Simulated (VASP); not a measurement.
Here is a VASP 6.6.1 calculation.

Contents of INCAR:

```
ALGO = Normal
EDIFF = 1E-6
ENCUT = 500
GGA = PS
GGA_COMPAT = F
ISIF = 2
ISMEAR = 0
LASPH = T
LCHARG = F
LREAL = F
LWAVE = F
NBANDS = 12
NELM = 120
PREC = Accurate
SIGMA = 0.1
```

File KPOINTS:

```
k-points
0
Gamma
  8 8 8
```

POSCAR

```
Nb
1.0
   -1.6342171726      1.6342171726      1.6342171726
    1.6342171726     -1.6342171726      1.6342171726
    1.6342171726      1.6342171726     -1.6342171726
Nb
1
Direct
    0.0000000000      0.0000000000      0.0000000000
```

Potentials or basis: VASP PAW PBE potentials, release 64 (Nb_sv).

Command:

```bash
$ cat potpaw_PBE.64/Nb_sv/POTCAR > POTCAR
$ mpirun -np 1 vasp_std > vasp.out
```

(1) Predict the pressure.

Results:

(1) 0.9 GPa.

Caveat: the PAW data sets were made with another functional, which shifts forces and pressure a little.
